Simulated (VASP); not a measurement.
## CaSe: single point with PBEsol

Crystal: CaSe.

```xyz
2
Lattice="0.0000 2.9146 2.9146 2.9146 0.0000 2.9146 2.9146 2.9146 0.0000" Properties=species:S:1:pos:R:3 pbc="T T T"
Ca    2.9146    2.9146    2.9146
Se    0.0000    0.0000    0.0000
```

This cell differs from its parent crystal: volume scaled by 0.980.

| Property | Result |
| --- | --- |
| Program | VASP 6.6.1 |
| Task | single point |
| Functional | PBEsol |
| Potentials or basis | VASP PAW PBE potentials, release 64 (Ca_sv, Se) |
| Cutoff | 520 eV |
| k mesh | 10 × 10 × 10 |
| Occupations | gaussian, width 0.05 eV |
| Spin | no spin polarisation |

| Item | Value |
| --- | --- |
| Pressure | 1.3 GPa |
| Band gap on the k mesh | 1.81 eV, indirect (least direct gap 2.80 eV) |

Levels at points of the mesh, in eV from the valence-band top:
```
           k point  band 6  band 7  band 8  band 9  band 10  band 11
(0.00, 0.00, 0.00)    0.00    0.00    0.00    3.42     3.62     3.62
(0.50, 0.00, 0.00)   -3.51   -1.31   -1.31    4.45     5.56     5.59
(0.50, 0.50, 0.00)   -2.67   -0.99   -0.99    1.81     5.11     5.13
```

Wall time 24 s on 1 thread of Intel(R) Xeon(R) Platinum 8259CL CPU @ 2.50GHz (Skylake/Cascade Lake), on a shared host, peak memory 0.19 GiB.

Caveat: the PAW data sets were made with another functional, which shifts forces and pressure a little. A k mesh can miss the band edges.
